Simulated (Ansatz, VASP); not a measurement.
**Two plane-wave programs on NaH3**

```xyz
8
Lattice="4.8720 0.0000 0.0000 -2.4360 4.2192 0.0000 0.0000 0.0000 3.6067" Properties=species:S:1:pos:R:3 pbc="T T T"
Na    0.0000    2.8128    0.9017
Na    2.4360    1.4064    2.7051
H     2.4360    3.5519    0.9017
H    -1.8581    3.8856    2.7051
H     0.5779    0.3337    0.9017
H     0.0000    0.6673    2.7051
H     4.2941    0.3337    0.9017
H     1.8581    3.8856    2.7051
```

Alike in both runs: functional PBE; k mesh 12 × 12 × 10; occupations gaussian, width 0.1 eV; no spin polarisation.

Ansatz relaxed the structure, and its values are those at the end. VASP's run is a single point on that final structure, the one shown.

```csv
,VASP,Ansatz
version,VASP 6.6.1,Ansatz 0.2.0
potentials or method,"VASP PAW PBE potentials, release 64 (Na_pv, H), cutoff 520 eV","scalar-relativistic, plane waves, PAW"
valence electrons in the cell,20,24
```

|  | VASP | Ansatz | Ansatz less VASP |
| --- | --- | --- | --- |
| gap on the k mesh at the Fermi level (eV) | none | none | - |
| pressure (GPa) | -0.1 | 0.0 | +0.12 |

A gap of «none» marks a metal or a gap that the smearing closes. VASP's potentials hold 20 valence electrons a cell and Ansatz's 24, so a difference there can come from the potentials and not from the codes.
